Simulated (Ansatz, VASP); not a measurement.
One calculation of AlN, two programs

```xyz
8
Lattice="-3.1110 0.0000 0.0000 -1.5555 -2.6942 0.0000 -1.2444 0.0000 9.9560" Properties=species:S:1:pos:R:3 pbc="T T T"
Al   -1.5555   -0.8981    8.9977
Al   -1.5555   -0.8981    4.0197
Al   -3.1110   -1.7961    1.5307
Al   -3.1110   -1.7961    6.5087
N    -1.5555   -0.8981    0.9583
N    -1.5555   -0.8981    5.9363
N    -3.1110   -1.7961    3.4473
N    -3.1110   -1.7961    8.4253
```

Alike in both runs: task single point; functional LDA; k mesh 8 × 8 × 3; occupations gaussian, width 0.05 eV; no spin polarisation.

|  | VASP | Ansatz |
| --- | --- | --- |
| version | VASP 6.6.1 | Ansatz 0.2.0 |
| potentials or method | VASP PAW LDA potentials, release 64 (Al, N), cutoff 520 eV | scalar-relativistic, plane waves, PAW |
| valence electrons in the cell | 32 | 32 |

```csv
,VASP,Ansatz,Ansatz less VASP
gap on the k mesh at the Fermi level (eV),3.14,3.16,+0.020
least direct gap on the mesh (eV),3.24,3.24,-0.004
pressure (GPa),-4.8,-5.4,-0.55
"traceless stress, the component that is largest in VASP (GPa)",-7.20,-7.26,-0.061
rms of the force components (eV/Å),0.457,0.456,-0.0008
```

LDA's correlation is that of Perdew and Zunger in VASP and of Perdew and Wang (1992) in Ansatz. Atom by atom the forces differ by 0.008 eV/Å (rms over components).
